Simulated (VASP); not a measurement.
Input of a VASP 6.6.1 run:

File INCAR:

```
SYSTEM = In2O
ALGO = Normal ; EDIFF = 1E-7
ENCUT = 520 ; GGA = PS
ISIF = 2 ; ISMEAR = -1
LASPH = .True. ; LCHARG = .False.
LREAL = .False. ; LWAVE = .False.
NBANDS = 41 ; NELM = 60
PREC = Accurate ; SIGMA = 0.15
```

KPOINTS

```
k-points
0
Gamma
  12 12 4
  0 0 0
```

File POSCAR:

```
In2O
1.0
    3.3540245899      0.0000000000      0.0000000000
   -1.6770122949      2.9046704998      0.0000000000
    0.0000000000      0.0000000000     12.4534042008
In O
4 2
Direct
    0.0000000000      0.0000000000      0.3828674991
    0.0000000000      0.0000000000      0.6171325009
    0.6666666667      0.3333333333      0.1140417658
    0.3333333333      0.6666666667      0.8859582342
    0.6666666667      0.3333333333      0.3037107296
    0.3333333333      0.6666666667      0.6962892704
```

Potentials or basis: VASP PAW PBE potentials, release 64 (In_d, O).

Launch:

```sh
$ cat potpaw_PBE.64/In_d/POTCAR potpaw_PBE.64/O/POTCAR > POTCAR
$ mpirun -np 1 vasp_std > vasp.out
```

Q: What does it give for the pressure?

A: 0.1 GPa.

Q: Estimate the largest force.

A: 0.043 eV/Å.

Q: What does it give for the band gap on the k mesh?

A: Zero (bands 32 and 33 overlap by 1.51 eV).

Forces in eV/Å, atoms in the order of the input:
```
In   0.000  0.000  0.043
In   0.000  0.000 -0.043
In   0.000  0.000 -0.008
In   0.000  0.000  0.008
O    0.000  0.000 -0.037
O    0.000  0.000  0.037
```

Caveat: the PAW data sets were made with another functional, which shifts forces and pressure a little; spin-orbit coupling is left out, which moves the levels of the heavy elements.
